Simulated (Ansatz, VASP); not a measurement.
## Two plane-wave programs on Ba2HfC6

```xyz
9
Lattice="0.0000 3.8822 3.8822 3.8822 0.0000 3.8822 3.8822 3.8822 0.0000" Properties=species:S:1:pos:R:3 pbc="T T T"
Ba    1.9411    1.9411    1.9411
Ba    5.8233    5.8233    5.8233
Hf    0.0000    0.0000    0.0000
C     2.6497    3.8822    3.8822
C     5.1146    3.8822    3.8822
C     3.8822    2.6497    3.8822
C     3.8822    5.1146    3.8822
C     3.8822    3.8822    2.6497
C     3.8822    3.8822    5.1146
```

Alike in both runs: task single point; functional PBE; k mesh 8 × 8 × 8; occupations gaussian, width 0.1 eV; no spin polarisation.

|  | VASP | Ansatz |
| --- | --- | --- |
| version | VASP 6.6.1 | Ansatz 0.2.0 |
| potentials or method | VASP PAW PBE potentials, release 64 (Ba_sv, Hf_pv, C), cutoff 520 eV | scalar-relativistic, plane waves, PAW |
| valence electrons in the cell | 54 | 70 |

VASP gave:

```
gap on the k mesh at the Fermi level (eV) : none
pressure (GPa)                            : 2.2
rms of the force components (eV/Å)        : 0.010
```

What did Ansatz give for the same quantities?

gap on the k mesh at the Fermi level (eV): none; pressure (GPa): 0.0; rms of the force components (eV/Å): 0.004.

Atom by atom the forces differ by 0.007 eV/Å (rms over components). A gap of «none» marks a metal or a gap that the smearing closes. With one functional, cell and mesh, what is left measures potentials, basis and numerics. VASP's potentials hold 54 valence electrons a cell and Ansatz's 70, so a difference there can come from the potentials and not from the codes.

Spin-orbit coupling is off throughout.
